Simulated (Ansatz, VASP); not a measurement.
PbF2, level by level in two programs

```
CELL_PARAMETERS angstrom
0.00000 2.96366 2.96366
2.96366 0.00000 2.96366
2.96366 2.96366 0.00000
ATOMIC_POSITIONS crystal
Pb 0.00000 0.00000 0.00000
F 0.75000 0.75000 0.75000
F 0.25000 0.25000 0.25000
```

Single points on this cell with VASP 6.6.1 and Ansatz 0.2.0. Each row is one pair of runs. Alike in all rows: spin: off; Ansatz's potentials, cutoff: Ansatz PAW, 420 eV.

| level | k mesh | smearing | VASP's potentials, cutoff | gap on the k mesh at the Fermi level (eV), VASP | gap on the k mesh at the Fermi level (eV), Ansatz | least direct gap on the mesh (eV), VASP | least direct gap on the mesh (eV), Ansatz | pressure (GPa), VASP | pressure (GPa), Ansatz |
| --- | --- | --- | --- | --- | --- | --- | --- | --- | --- |
| LDA | 7 × 7 × 7 | fermi-dirac, width 0.05 eV | VASP PAW LDA potentials, release 64 (Pb_d, F), 600 eV | 4.26 | ? | 4.48 | ? | -4.6 | ? |
| LDA | 8 × 8 × 8 | fermi-dirac, width 0.05 eV | VASP PAW LDA potentials, release 64 (Pb_d, F), 600 eV | 4.22 | 4.26 | 4.38 | 4.42 | -4.6 | -4.5 |
| PBE | 5 × 5 × 5 | fermi-dirac, width 0.05 eV | VASP PAW PBE potentials, release 64 (Pb_d, F), 600 eV | 4.53 | 4.54 | 4.79 | 4.79 | 2.4 | 2.7 |
| PBE | 8 × 8 × 8 | gaussian, width 0.012 eV | VASP PAW PBE potentials, release 64 (Pb_d, F), 600 eV | 4.42 | 4.42 | 4.56 | 4.57 | 2.4 | 2.7 |

Task: Fill in what Ansatz gave in row 1.

Result: gap on the k mesh at the Fermi level (eV): 4.30; least direct gap on the mesh (eV): 4.52; pressure (GPa): -4.5.

Neither program's run includes spin-orbit coupling. Noted on Ansatz's runs: odd divisions of the mesh miss points on the zone boundary, where band edges often lie, so the gap on the mesh can be too wide.
